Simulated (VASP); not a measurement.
# MnIr (P4/mmm) in VASP: single point with LDA

Aim: the single point of MnIr with LDA.

All numbers are computed with VASP 6.6.1; they aren't measurements. Logs are shortened: lines on timing, memory, paths and dates and some standing lists are left out, and cuts for length are marked.

## (1) The cell of the first run

The structure is tetragonal, space group P4/mmm (No. 123). Conventional cell: a = 2.726 Å, b = 2.726 Å, c = 3.643 Å, α = 90.00°, β = 90.00°, γ = 90.00°. Mn (site symmetry 4/mmm) has 8 Ir at 2.65 Å and 4 Mn at 2.73 Å within 3.5 Å. Within 3.5 Å of Ir (site symmetry 4/mmm) lie 8 Mn at 2.65 Å and 4 Ir at 2.73 Å.

## (2) Single point, LDA, non-collinear spin, typed start, spin-orbit coupling

Input file INCAR:

```
SYSTEM = MnIr
ALGO = Normal
EDIFF = 1E-6
ENCUT = 520
GGA = CA
GGA_COMPAT = .False.
ISIF = 2
ISMEAR = 0
LASPH = .True.
LCHARG = .False.
LMAXMIX = 4
LORBIT = 11
LORBMOM = .True.
LREAL = .False.
LSORBIT = .True.
LWAVE = .False.
MAGMOM = 0 0 1.55 0 0 0
NBANDS = 34
NELM = 150
PREC = Accurate
SIGMA = 0.05
```

Input file KPOINTS:

```
k-points
0
Gamma
  12 12 10
  0 0 0
```

Input file POSCAR:

```
MnIr
1.0
    2.7258980836      0.0000000000      0.0000000000
    0.0000000000      2.7258980836      0.0000000000
    0.0000000000      0.0000000000      3.6430019273
Mn Ir
1 1
Direct
    0.5000000000      0.5000000000      0.5000000000
    0.0000000000      0.0000000000      0.0000000000
```

Potentials or basis: VASP PAW LDA potentials, release 64 (Mn_pv, Ir).

Launch:

```sh
cat potpaw_LDA.64/Mn_pv/POTCAR potpaw_LDA.64/Ir/POTCAR > POTCAR
mpirun -np 1 vasp_ncl > vasp.out
```

OUTCAR:

```text
SYSTEM = MnIr
   EDIFF = 1E-6
   ENCUT = 520
   GGA = CA
   ISIF = 2
   ISMEAR = 0
   LASPH = .True.
   LORBIT = 11
   LREAL = .False.
   LSORBIT = .True.
   NELM = 150
   PREC = Accurate

 ion  position               nearest neighbor table
   1  0.500  0.500  0.500-   2 2.65   2 2.65   2 2.65   2 2.65   2 2.65   2 2.65   2 2.65   2 2.65

   2  0.000  0.000  0.000-   1 2.65   1 2.65   1 2.65   1 2.65   1 2.65   1 2.65   1 2.65   1 2.65

  LATTYP: Found a simple tetragonal cell.
 ALAT       =     2.7258980836
 C/A-ratio  =     1.3364409877

  Lattice vectors:

 A1 = (   2.7258980836,   0.0000000000,   0.0000000000)
 A2 = (   0.0000000000,   2.7258980836,   0.0000000000)
 A3 = (   0.0000000000,   0.0000000000,   3.6430019273)

Analysis of symmetry for initial positions (statically):
=====================================================================
 Subroutine PRICEL returns:
 Original cell was already a primitive cell.

 Routine SETGRP: Setting up the symmetry group for a
 simple tetragonal supercell.

 Subroutine GETGRP returns: Found 16 space group operations
 (whereof 16 operations were pure point group operations)
 out of a pool of 16 trial point group operations.

The static configuration has the point symmetry D_4h.

Analysis of symmetry for dynamics (positions and initial velocities):
=====================================================================
 Subroutine PRICEL returns:
 Original cell was already a primitive cell.

 Routine SETGRP: Setting up the symmetry group for a
 simple tetragonal supercell.

 Subroutine GETGRP returns: Found 16 space group operations
 (whereof 16 operations were pure point group operations)
 out of a pool of 16 trial point group operations.

The dynamic configuration has the point symmetry D_4h.

Analysis of structural, dynamic, and magnetic symmetry:
=====================================================================
 Subroutine PRICEL returns:
 Original cell was already a primitive cell.

 Routine SETGRP: Setting up the symmetry group for a
 simple tetragonal supercell.

 Subroutine GETGRP returns: Found  8 space group operations
 (whereof  8 operations were pure point group operations)
 out of a pool of 16 trial point group operations.

The overall configuration has the point symmetry C_4h.

 Subroutine INISYM returns: Found  8 space group operations
 (whereof  8 operations are pure point group operations),
 and found     1 'primitive' translations

----------------------------------------------------------------------------------------

                                     Primitive cell

  volume of cell :      27.0694

  direct lattice vectors                    reciprocal lattice vectors
[... 1061 lines left out ...]
  FREE ENERGIE OF THE ION-ELECTRON SYSTEM (eV)
  ---------------------------------------------------
  free  energy   TOTEN  =       -20.8405821849 eV

  energy  without entropy=      -20.8370535980  energy(sigma->0) =      -20.83881789

 orbital moment (x)

 # of ion     p       d       tot
 ----------------------------------------
  1         0.000  -0.000  -0.000
  2        -0.000   0.000   0.000
 ----------------------------------------
           -0.000  -0.000  -0.000

 orbital moment (y)

 # of ion     p       d       tot
 ----------------------------------------
  1        -0.000  -0.000  -0.000
  2        -0.000   0.000   0.000
 ----------------------------------------
           -0.000   0.000   0.000

 orbital moment (z)

 # of ion     p       d       tot
 ----------------------------------------
  1        -0.000   0.009   0.009
  2         0.002  -0.049  -0.047
 ----------------------------------------
            0.002  -0.040  -0.038

 Spin-Orbit-Coupling matrix elements

 Ion:    1  E_soc:     -0.0299750
 l=   1
     0.0000000    -0.0039736    -0.0038405
    -0.0039736     0.0000000    -0.0039736
    -0.0038405    -0.0039736     0.0000000
 l=   2
     0.0000000    -0.0000484     0.0000000    -0.0000484    -0.0008184
    -0.0000484     0.0000000    -0.0008594    -0.0001733    -0.0001963
     0.0000000    -0.0008594     0.0000000    -0.0008594     0.0000000
    -0.0000484    -0.0001733    -0.0008594     0.0000000    -0.0001963
    -0.0008184    -0.0001963     0.0000000    -0.0001963     0.0000000
 l=   3
     0.0000000     0.0000000     0.0000000     0.0000000     0.0000000     0.0000000     0.0000000
     0.0000000     0.0000000     0.0000000     0.0000000     0.0000000     0.0000000     0.0000000
     0.0000000     0.0000000     0.0000000     0.0000000     0.0000000     0.0000000     0.0000000
     0.0000000     0.0000000     0.0000000     0.0000000     0.0000000     0.0000000     0.0000000
     0.0000000     0.0000000     0.0000000     0.0000000     0.0000000     0.0000000     0.0000000
     0.0000000     0.0000000     0.0000000     0.0000000     0.0000000     0.0000000     0.0000000
     0.0000000     0.0000000     0.0000000     0.0000000     0.0000000     0.0000000     0.0000000

 Ion:    2  E_soc:     -0.8136221
 l=   1
     0.0000000    -0.0383181    -0.0406773
    -0.0383181     0.0000000    -0.0383181
    -0.0406773    -0.0383181     0.0000000
 l=   2
     0.0000000    -0.0204032     0.0000000    -0.0204032    -0.0762708
    -0.0204032     0.0000000    -0.0593026    -0.0177771    -0.0180191
     0.0000000    -0.0593026     0.0000000    -0.0593026     0.0000000
    -0.0204032    -0.0177771    -0.0593026     0.0000000    -0.0180191
    -0.0762708    -0.0180191     0.0000000    -0.0180191     0.0000000
 l=   3
     0.0000000     0.0000000     0.0000000     0.0000000     0.0000000     0.0000000     0.0000000
     0.0000000     0.0000000     0.0000000     0.0000000     0.0000000     0.0000000     0.0000000
     0.0000000     0.0000000     0.0000000     0.0000000     0.0000000     0.0000000     0.0000000
     0.0000000     0.0000000     0.0000000     0.0000000     0.0000000     0.0000000     0.0000000
     0.0000000     0.0000000     0.0000000     0.0000000     0.0000000     0.0000000     0.0000000
     0.0000000     0.0000000     0.0000000     0.0000000     0.0000000     0.0000000     0.0000000
     0.0000000     0.0000000     0.0000000     0.0000000     0.0000000     0.0000000     0.0000000

 total charge

# of ion       s       p       d       tot
------------------------------------------
    1        0.340   6.318   5.064  11.722
    2        0.714   0.704   6.919   8.337
--------------------------------------------------
tot          1.054   7.022  11.983  20.059

 magnetization (x)

# of ion       s       p       d       tot
------------------------------------------
    1        0.000  -0.000   0.000  -0.000
    2        0.000   0.000   0.000   0.000
--------------------------------------------------
tot          0.000  -0.000   0.000   0.000

 magnetization (y)

# of ion       s       p       d       tot
------------------------------------------
    1        0.000  -0.000   0.000   0.000
    2        0.000   0.000   0.000   0.000
--------------------------------------------------
tot          0.000  -0.000   0.000   0.000

 magnetization (z)

# of ion       s       p       d       tot
------------------------------------------
    1        0.004   0.007   1.271   1.282
    2       -0.013  -0.022  -0.095  -0.130
--------------------------------------------------
tot         -0.008  -0.016   1.176   1.152
```

It took 3 min on 1 thread of Intel Xeon 6975P-C (Granite Rapids), shared host; peak memory 0.39 GiB.

Results:

| Item | Value |
| --- | --- |
| Free energy | -20.8406 eV |
| Pressure | -27.4 GPa |
| Net moment | 1.19 μB per cell |
| Valence electrons inside the program's atomic spheres | Mn 11.72; Ir 8.34 |

Moments on the atoms (μB; x, y, z):
```
Mn   0.00  0.00  1.28
Ir   0.00  0.00 -0.13
```

Caveat: the stress differs along the axes, from -30 to -22 GPa.
